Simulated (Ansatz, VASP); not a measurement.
# RbBr: VASP beside Ansatz

Contents of INCAR:

```
SYSTEM = RbBr
  PREC = Accurate
  ENCUT = 600
  EDIFF = 1E-6
  ISMEAR = -1
  SIGMA = 0.05
  LREAL = .FALSE.
  LASPH = .TRUE.
  NELM = 100
  ALGO = Normal
  ISIF = 3
  LWAVE = .FALSE.
  LCHARG = .FALSE.
  GGA = PE
  IBRION = 2
  NSW = 100
  EDIFFG = -0.005
```

The input KPOINTS:

```
regular mesh
0
G
  10 10 6
  0 0 0
```

The input POSCAR:

```
RbBr
1.0
    4.5558582445      0.0000000000      0.0000000000
   -2.2779291223      3.9454889758      0.0000000000
    0.0000000000      0.0000000000      7.4260489385
Rb Br
2 2
Direct
    0.3333333333      0.6666666667      0.0000000000
    0.6666666667      0.3333333333      0.5000000000
    0.3333333333      0.6666666667      0.3760000000
    0.6666666667      0.3333333333      0.8760000000
```

Input for Ansatz:

```yaml
crystal:
  lattice:
    - [4.5558582445, 0.0, 0.0]
    - [-2.2779291223, 3.9454889758, 0.0]
    - [0.0, 0.0, 7.4260489385]
  atoms:
    - { symbol: Rb, position: [0.3333333333, 0.6666666667, 0.0] }
    - { symbol: Rb, position: [0.6666666667, 0.3333333333, 0.5] }
    - { symbol: Br, position: [0.3333333333, 0.6666666667, 0.376] }
    - { symbol: Br, position: [0.6666666667, 0.3333333333, 0.876] }
kpoints:
  mp_grid: { grid: [10, 10, 6] }
scf:
  occupations: { method: fermi_dirac, width: 0.05 }
hamiltonian:
  xc: pbe
  pseudopotentials: { kind: paw }
output:
  forces: true
  stress: true
  write_density: true
  write_potential: true
  elf: true
  volumetric_format: npy
relax:
  f_tol: 0.005
  max_steps: 80
  cell: {}
```

Alike in both runs: task relaxation of cell and atoms; functional PBE; k mesh 10 × 10 × 6; occupations fermi-dirac, width 0.05 eV; no spin polarisation.

|  | VASP | Ansatz |
| --- | --- | --- |
| version | VASP 6.6.1 | Ansatz 0.2.0 |
| potentials or method | VASP PAW PBE potentials, release 64 (Rb_sv, Br) | PAW with Ansatz's default frozen-core files, scalar-relativistic |
| plane-wave cutoff (eV) | 600 | 420 |
| valence electrons in the cell | 32 | 32 |

|  | VASP | Ansatz | Ansatz less VASP |
| --- | --- | --- | --- |
| gap on the k mesh at the Fermi level, each at its own relaxed structure (eV) | 4.02 | 4.02 | +0.002 |
| relaxed volume (Å³/atom) | 53.19 | 53.18 | -0.008 |
| relaxed length of the cell vector where the two differ most in proportion (Å) | 6.957 | 6.957 | -0.0007 |

Ansatz's warnings: xc potential rough in thin density.

Noted on VASP's run: the volume moved by over 15 % at a fixed basis, so the end points are rough.
